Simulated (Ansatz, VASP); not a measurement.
**Sc2BSb3 in VASP and in Ansatz**

```
Sc B Sb
1.0
     3.71389    0.00000    0.00000
     0.00000    3.71389    0.00000
     0.00000    0.00000    9.04472
Sc B Sb
2 1 3
Cartesian
  1.8569 0.0000 6.8446
  0.0000 1.8569 2.2002
  1.8569 1.8569 0.0000
  1.8569 0.0000 3.6044
  0.0000 1.8569 5.4403
  0.0000 0.0000 0.0000
```

Change from the starting cell: species swapped into the Hf2SiAs3 type (P-4m2, No. 115).

Alike in both runs: functional PBE; k mesh 10 × 10 × 4; occupations gaussian, width 0.1 eV; no spin polarisation.

Ansatz relaxed the structure, and its values are those at the end. VASP's run is a single point on that final structure, the one shown.

```csv
,VASP,Ansatz
version,VASP 6.6.1,Ansatz 0.2.0
potentials or method,"VASP PAW PBE potentials, release 64 (Sc_sv, B, Sb), cutoff 520 eV","scalar-relativistic, plane waves, PAW"
valence electrons in the cell,40,70
```

```tsv
	VASP	Ansatz	Ansatz less VASP
gap on the k mesh at the Fermi level (eV)	none	none	-
pressure (GPa)	0.1	0.0	-0.06
rms of the force components (eV/Å)	0.004	0.004	-0.0001
```

A gap of «none» marks a metal or a gap that the smearing closes. VASP's potentials hold 40 valence electrons a cell and Ansatz's 70, so a difference there can come from the potentials and not from the codes.

Neither program's run includes spin-orbit coupling.
